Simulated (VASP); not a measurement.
# Sn (Immm) in VASP: further runs, part 2 of 2

VASP 6.6.1. Earlier steps stand in the parts before.

### 4 Single point, PBEsol+D3(BJ) (volume scaled by 1.06, then relaxed in part)

Contents of INCAR:

```
SYSTEM = Sn
PREC = Accurate ; ENCUT = 520
EDIFF = 1E-6 ; ISMEAR = 0
SIGMA = 0.1 ; LREAL = .FALSE.
LASPH = .TRUE. ; NELM = 60
ALGO = Fast ; ISIF = 2
LWAVE = .FALSE. ; LCHARG = .FALSE.
GGA = PS ; IVDW = 12
NBANDS = 13
```

Contents of KPOINTS:

```
regular mesh
0
G
  16 16 16
  0 0 0
```

Contents of POSCAR:

```
Sn
1.0
   -1.8470315792      1.7550283507      2.0485799126
    1.8470315792     -1.7550283507      2.0485799126
    1.8470315792      1.7550283507     -2.0485799126
Sn
1
Direct
    0.0000000000      0.0000000000      0.0000000000
```

Potentials or basis: VASP PAW PBE potentials, release 64 (Sn_d).

On the command line:

```
$ cat potpaw_PBE.64/Sn_d/POTCAR > POTCAR
$ mpirun -np 1 vasp_std > vasp.out
```

OUTCAR:

```text
SYSTEM = Sn
   PREC = Accurate
   ENCUT = 520
   EDIFF = 1E-6
   ISMEAR = 0
   LREAL = .FALSE.
   LASPH = .TRUE.
   NELM = 60
   ISIF = 2
   GGA = PS
   IVDW = 12
 IVDW          = 12

 ion  position               nearest neighbor table
   1  0.000  0.000  0.000-

  LATTYP: Found a body centered orthorhombic cell.
 ALAT       =     3.5100567014
 B/A-ratio  =     1.0524226452
 C/A-ratio  =     1.1672631452

  Lattice vectors:

 A1 = (   1.8470315792,  -1.7550283507,  -2.0485799126)
 A2 = (  -1.8470315792,   1.7550283507,  -2.0485799126)
 A3 = (   1.8470315792,   1.7550283507,   2.0485799126)

Analysis of symmetry for initial positions (statically):
=====================================================================
 Subroutine PRICEL returns:
 Original cell was already a primitive cell.

 Routine SETGRP: Setting up the symmetry group for a
 body centered orthorhombic supercell.

 Subroutine GETGRP returns: Found  8 space group operations
 (whereof  8 operations were pure point group operations)
 out of a pool of  8 trial point group operations.

The static configuration has the point symmetry D_2h.

Analysis of symmetry for dynamics (positions and initial velocities):
=====================================================================
 Subroutine PRICEL returns:
 Original cell was already a primitive cell.

 Routine SETGRP: Setting up the symmetry group for a
 body centered orthorhombic supercell.

 Subroutine GETGRP returns: Found  8 space group operations
 (whereof  8 operations were pure point group operations)
 out of a pool of  8 trial point group operations.

The dynamic configuration has the point symmetry D_2h.

 Subroutine INISYM returns: Found  8 space group operations
 (whereof  8 operations are pure point group operations),
 and found     1 'primitive' translations

----------------------------------------------------------------------------------------

                                     Primitive cell

  volume of cell :      26.5626

  direct lattice vectors                    reciprocal lattice vectors
    -1.847031579  1.755028351  2.048579913     0.000000000  0.284895683  0.244071514
     1.847031579 -1.755028351  2.048579913     0.270704630  0.000000000  0.244071514
     1.847031579  1.755028351 -2.048579913     0.270704630  0.284895683  0.000000000

  length of vectors
     3.269301122  3.269301122  3.269301122     0.375148576  0.364488546  0.392996879

  position of ions in fractional coordinates (direct lattice)
     0.000000000  0.000000000  0.000000000

  ion indices of the primitive-cell ions
   primitive index   ion index
                 1           1

----------------------------------------------------------------------------------------

 KPOINTS: regular mesh

Automatic generation of k-mesh.
 Grid dimensions read from file:
 generate k-points for:   16   16   16

 Generating k-lattice:

  Cartesian coordinates                     Fractional coordinates (reciprocal lattice)
     0.000000000  0.017805980  0.015254470     0.062500000  0.000000000  0.000000000
     0.016919039  0.000000000  0.015254470     0.000000000  0.062500000  0.000000000
     0.016919039  0.017805980  0.000000000     0.000000000  0.000000000  0.062500000

  Length of vectors
     0.023446786  0.022780534  0.024562305

  Shift w.r.t. Gamma in fractional coordinates (k-lattice)
     0.000000000  0.000000000  0.000000000

 Subroutine IBZKPT returns following result:
 ===========================================

 Found    621 irreducible k-points:

 Following reciprocal coordinates:
            Coordinates               Weight
  0.000000  0.000000  0.000000      1.000000
  0.062500  0.000000  0.000000      4.000000
  0.125000  0.000000  0.000000      4.000000
  0.187500  0.000000 -0.000000      4.000000
  0.250000  0.000000  0.000000      4.000000
  0.312500  0.000000 -0.000000      4.000000
[... 16 lines left out ...]
 -0.187500  0.062500  0.000000      8.000000
 -0.125000  0.062500  0.000000      8.000000
 [... further k-points ...]
   k-points           NKPTS =    621   k-points in BZ     NKDIM =    621   number of bands    NBANDS=     13
   number of dos      NEDOS =    301   number of ions     NIONS =      1
   total plane-waves  NPLWV =  13824
   dimension x,y,z NGX =    24 NGY =   24 NGZ =   24
   dimension x,y,z NGXF=    48 NGYF=   48 NGZF=   48
   ions per type =               1
   NGX,Y,Z   is equivalent  to a cutoff of  12.20, 12.20, 12.20 a.u.
   NGXF,Y,Z  is equivalent  to a cutoff of  24.41, 24.41, 24.41 a.u.
 SYSTEM =  Sn
   PREC   = accura    normal or accurate (medium, high low for compatibility)
   ISTART =      0    job   : 0-new  1-cont  2-samecut
   ICHARG =      2    charge: 1-file 2-atom 10-const
   ISPIN  =      1    spin polarized calculation?
   LNONCOLLINEAR =      F non collinear calculations
   LSORBIT =      F    spin-orbit coupling
   LASPH  =      T    aspherical Exc in radial PAW
   ENCUT  =  520.0 eV  38.22 Ry    6.18 a.u.   6.08  6.08  6.08*2*pi/ulx,y,z
   NELM   =     60;   NELMIN=  2; NELMDL= -5     # of ELM steps
   EDIFF  = 0.1E-05   stopping-criterion for ELM
   LREAL  =      F    real-space projection
   EDIFFG = 0.1E-04   stopping-criterion for IOM
   NSW    =      0    number of steps for IOM
   IBRION =     -1    ionic relax: 0-MD 1-quasi-New 2-CG
   NFREE  =      0    steps in history (QN), initial steepest desc. (CG)
   ISIF   =      2    stress and relaxation
   ISYM   =      2    0-nonsym 1-usesym 2-fastsym
   POTIM  = 0.5000    time-step for ionic-motion
   TEBEG  =    0.0;   TEEND  =   0.0 temperature during run
   PSTRESS=    0.0 pullay stress
   NELECT =      14.0000    total number of electrons
   NUPDOWN=      -1.0000    fix difference up-down
   EMIN   =  10.00;   EMAX   =-10.00  energy-range for DOS
   EFERMI =   0.00;   METHOD = LEGACY
   ISMEAR =     0;   SIGMA  =   0.10  broadening in eV -4-tet -1-fermi 0-gaus
   EFERMI_NEDOS =   21; number of points for ismear=-14 and -15
   IALGO  =     68    algorithm
   IMIX   =      4    mixing-type and parameters
     AMIX     =   0.40;   BMIX     =  1.00
     AMIX_MAG =   1.60;   BMIX_MAG =  1.00
  volume/ion in A,a.u.               =      26.56       179.25
  Fermi-wavevector in a.u.,A,eV,Ry     =   1.322393  2.498960 23.792808  1.748722
  Thomas-Fermi vector in A             =   2.452077
   LORBIT       =      0    0 simple, 1 ext, 2 COOP (PROOUT), +10 PAW based schemes
   GGA     = PS    functional components
   LHFCALC =     F    Hartree Fock is set to
   AEXX    =    0.0000 exact exchange contribution
   IVDW    =    12    specifies the selected vdW correction
   LEPSILON=     F    determine dielectric tensor
   LRPA    =     F    only Hartree local field effects (RPA)
 non-spin polarized calculation
 RMM-DIIS sequential band-by-band and
 Gauss-broadening in eV      SIGMA  =   0.10
  energy-cutoff  :      520.00
  volume of cell :       26.56
 maximum number of plane-waves:       734
   NGX = 13   NGY = 13   NGZ = 13

 number of electron      13.9999999 magnetization

 Free energy of the ion-electron system (eV)
  ---------------------------------------------------
  ext. energy  EPLUGINS =         0.00000000
  ---------------------------------------------------
  free energy    TOTEN  =        -4.23666066 eV

  energy without entropy =       -4.23431160  energy(sigma->0) =       -4.23548613

 E-fermi :   8.2213     XC(G=0): -10.6119

 val. band max:        8.2118710642   @ k =   0.3125  -0.3125   0.3125
 cond. band min:       8.2229670459   @ k =  -0.4375  -0.4375   0.4375
 fundamental gap:      0.0110959816
 Fermi energy:         8.2212821050

 k-point     1 :       0.0000    0.0000    0.0000
  band No.  band energies     occupation
      1     -13.2621      2.00000
      2     -13.2389      2.00000
      3     -13.2129      2.00000
      4     -13.1416      2.00000
      5     -13.0813      2.00000
      6      -3.0641      2.00000
      7      15.9478      0.00000
      8      16.0175      0.00000
      9      16.7691      0.00000
     10      19.5703      0.00000
     11      19.9091      0.00000
     12      21.0484      0.00000
     13      21.0744      0.00000
[... 353 lines left out ...]
 k-point    24 :      -0.1250    0.0625    0.0000
  band No.  band energies     occupation
      1     -13.2560      2.00000
      2     -13.2297      2.00000
      3     -13.2057      2.00000
      4     -13.1348      2.00000
      5     -13.0870      2.00000
      6      -2.7825      2.00000
      7      14.4594      0.00000
      8      15.3471      0.00000
      9      15.6329      0.00000
     10      18.4916      0.00000
     11      19.1412      0.00000
     12      20.5770      0.00000
     13      20.8129      0.00000

 [... further k-points ...]

------------------------ aborting loop because EDIFF is reached ----------------------------------------

 Edisp (eV)   -0.39878

 E8    (eV) :    -0.2812

  FORCE on cell =-STRESS in cart. coord.  units (eV):
  Direction    XX          YY          ZZ          XY          YZ          ZX
  --------------------------------------------------------------------------------------
  -------------------------------------------------------------------------------------
  Total      -0.53686    -0.52800    -0.52715     0.00000     0.00000     0.00000
  in kB     -32.38189   -31.84743   -31.79625     0.00000     0.00000     0.00000
  external pressure =      -32.01 kB  Pullay stress =        0.00 kB

 VOLUME and BASIS-vectors are now :
 -----------------------------------------------------------------------------
  energy-cutoff  :      520.00
  volume of cell :       26.56
      direct lattice vectors                 reciprocal lattice vectors
    -1.847031579  1.755028351  2.048579913     0.000000000  0.284895683  0.244071514
     1.847031579 -1.755028351  2.048579913     0.270704630  0.000000000  0.244071514
     1.847031579  1.755028351 -2.048579913     0.270704630  0.284895683  0.000000000

 POSITION                                       TOTAL-FORCE (eV/Angst)
 -----------------------------------------------------------------------------------
      0.00000      0.00000      0.00000         0.000000      0.000000      0.000000
 -----------------------------------------------------------------------------------
    total drift:                               -0.000000      0.000000     -0.000000

  FREE ENERGIE OF THE ION-ELECTRON SYSTEM (eV)
  ---------------------------------------------------
  free  energy   TOTEN  =        -4.6354399319 eV

  energy  without entropy=       -4.6330908739  energy(sigma->0) =       -4.63426540
```

OSZICAR:

```text
N       E                     dE             d eps       ncg     rms          rms(c)
DAV:   1     0.799198662369E+02    0.79920E+02   -0.71906E+03 16625   0.163E+03
DAV:   2     0.129358830695E+01   -0.78626E+02   -0.76091E+02 17231   0.338E+02
DAV:   3    -0.414463998881E+01   -0.54382E+01   -0.54164E+01 19184   0.723E+01
DAV:   4    -0.425448747046E+01   -0.10985E+00   -0.10982E+00 19293   0.110E+01
DAV:   5    -0.425819034410E+01   -0.37029E-02   -0.37028E-02 20701   0.197E+00    0.141E+00
RMM:   6    -0.424177700205E+01    0.16413E-01   -0.15047E-02 20438   0.163E+00    0.788E-01
RMM:   7    -0.423685931136E+01    0.49177E-02   -0.10404E-02 20308   0.122E+00    0.121E-01
RMM:   8    -0.423662466914E+01    0.23464E-03   -0.94727E-04 22765   0.434E-01    0.305E-02
RMM:   9    -0.423665740494E+01   -0.32736E-04   -0.34223E-04 25313   0.170E-01    0.252E-02
RMM:  10    -0.423665931540E+01   -0.19105E-05   -0.46600E-05 21633   0.987E-02    0.905E-03
RMM:  11    -0.423666034845E+01   -0.10331E-05   -0.24763E-05 25239   0.510E-02    0.521E-03
RMM:  12    -0.423666066215E+01   -0.31369E-06   -0.38769E-06 16566   0.198E-02
   1 F= -.46354399E+01 E0= -.46342654E+01  d E =-.234906E-02
```

stdout:

```text
POSCAR found type information on POSCAR Sn
 POSCAR found :  1 types and       1 ions
 scaLAPACK will be used
 -----------------------------------------------------------------------------
|                                                                             |
|                                                                             |
|     You enforced a specific xc type in the INCAR file but a different       |
|     I HOPE YOU KNOW WHAT YOU ARE DOING!                                     |
|                                                                             |
 -----------------------------------------------------------------------------

 LDA part: xc-table for (Slater+PW92), standard interpolation
 POSCAR, INCAR and KPOINTS ok, starting setup
 FFT: planning ... GRIDC
 FFT: planning ... GRID_SOFT
 FFT: planning ... GRID
 WAVECAR not read
 entering main loop
WARNING in EDDRMM: call to ZHEGV failed, returncode =   6  3     11
WARNING in EDDRMM: call to ZHEGV failed, returncode =   6  3     13
WARNING in EDDRMM: call to ZHEGV failed, returncode =   8  4     13
WARNING in EDDRMM: call to ZHEGV failed, returncode =   8  4     11
WARNING in EDDRMM: call to ZHEGV failed, returncode =   6  3     12
WARNING in EDDRMM: call to ZHEGV failed, returncode =   6  3     10
WARNING in EDDRMM: call to ZHEGV failed, returncode =   6  3     11
WARNING in EDDRMM: call to ZHEGV failed, returncode =   6  3     13
```

Run time: 45 s. Hardware: 1 thread of Intel Xeon 6975P-C (Granite Rapids), shared host; peak memory 0.3 GiB.

What came out:

```yaml
Free_energy: -4.6354 eV
Pressure: -3.2 GPa
Band_gap_on_the_k_mesh: zero (band 7 reaches 15.95 eV, above the bottom of band 8 at 5.83 eV)
Dispersion_energy_per_atom: -0.399 eV
```

Caveat: the PAW data sets were made with another functional, which shifts forces and pressure a little; spin-orbit coupling is left out, which moves the levels of the heavy elements; pairwise dispersion overbinds metals, which lowers pressure and volume.

### 5 Single point, PBEsol+D3(BJ) (volume scaled by 1.10, then relaxed in part)

Contents of INCAR:

```
SYSTEM = Sn
PREC     = Accurate       ! precision mode
ENCUT    = 520            ! plane-wave cutoff, eV
EDIFF    = 1E-6           ! SCF threshold, eV
ISMEAR   = 0              ! smearing method
SIGMA    = 0.1            ! smearing width, eV
LREAL    = .False.        ! projectors in reciprocal space
LASPH    = .True.         ! aspherical terms in the spheres
NELM     = 80             ! most SCF steps
ALGO     = Fast           ! electronic algorithm
ISIF     = 2              ! what is computed and relaxed
LWAVE    = .False.        ! write WAVECAR
LCHARG   = .False.        ! write CHGCAR
GGA      = PS             ! functional
IVDW     = 12             ! dispersion correction
NBANDS   = 13             ! bands
```

Contents of KPOINTS:

```
Automatic mesh
0
Gamma
  16 16 16
  0 0 0
```

Contents of POSCAR:

```
Sn
1.0
   -1.7720116684      1.7726639348      2.1938412633
    1.7720116684     -1.7726639348      2.1938412633
    1.7720116684      1.7726639348     -2.1938412633
Sn
1
Direct
    0.0000000000      0.0000000000      0.0000000000
```

On the command line:

```
$ cat potpaw_PBE.64/Sn_d/POTCAR > POTCAR
$ mpirun -np 1 vasp_std > vasp.out
```

It took 98 s on 1 thread of Intel Xeon 6975P-C (Granite Rapids), shared host; peak memory 0.33 GiB.

Results (log left out):

- Free energy: -4.6144 eV
- Pressure: -4.5 GPa
- Band gap on the k mesh: zero (band 7 reaches 15.25 eV, above the bottom of band 8 at 5.58 eV)
- Dispersion energy per atom: -0.384 eV

Levels at points of the mesh, in eV from the Fermi level:
```
           k point  band 5  band 6  band 7  band 8  band 9  band 10
(0.00, 0.00, 0.00)  -21.29  -11.00    7.49    7.74    7.75    10.85
(0.50, 0.00, 0.00)  -21.23   -6.70   -4.50    4.72    6.27     9.20
(0.00, 0.50, 0.00)  -21.23   -6.70   -4.50    4.71    6.26     9.19
(0.50, 0.50, 0.00)  -21.21   -5.49   -3.89    2.36    3.20     6.14
(0.50, 0.50, 0.50)  -21.22   -3.64   -2.61    1.00    1.01     4.26
```

Caveat: the PAW data sets were made with another functional, which shifts forces and pressure a little; spin-orbit coupling is left out, which moves the levels of the heavy elements; pairwise dispersion overbinds metals, which lowers pressure and volume.

### 6 The runs side by side

```tsv
cell	further INCAR settings	gap on the mesh (eV)	pressure (GPa)
a = 3.203 Å, angles 110.7, 114.6, 103.3°, 1 atom	ALGO = Fast; EDIFF = 1e-07; NBANDS = 13	none	0.0
a = 3.237 Å, angles 110.9, 114.8, 102.9°, 1 atom	ALGO = Fast; EDIFF = 1e-06; NBANDS = 13	none	-1.7
a = 3.269 Å, angles 111.2, 115.1, 102.4°, 1 atom	ALGO = Fast; EDIFF = 1e-06; NBANDS = 13	none	-3.2
a = 3.331 Å, angles 115.7, 115.7, 97.6°, 1 atom	ALGO = Fast; EDIFF = 1e-06; NBANDS = 13	none	-4.5
```

Alike in all rows: task single point; level PBEsol+D3(BJ); potentials or basis VASP PAW PBE potentials, release 64 (Sn_d); no spin polarisation; k mesh 16 × 16 × 16; cutoff (eV) 520; smearing gaussian 0.1 eV.

Caveats: the PAW data sets were made with another functional, which shifts forces and pressure a little; spin-orbit coupling is left out, which moves the levels of the heavy elements; pairwise dispersion overbinds metals, which lowers pressure and volume.

Absolute energies hang on the potentials; compare differences alone.
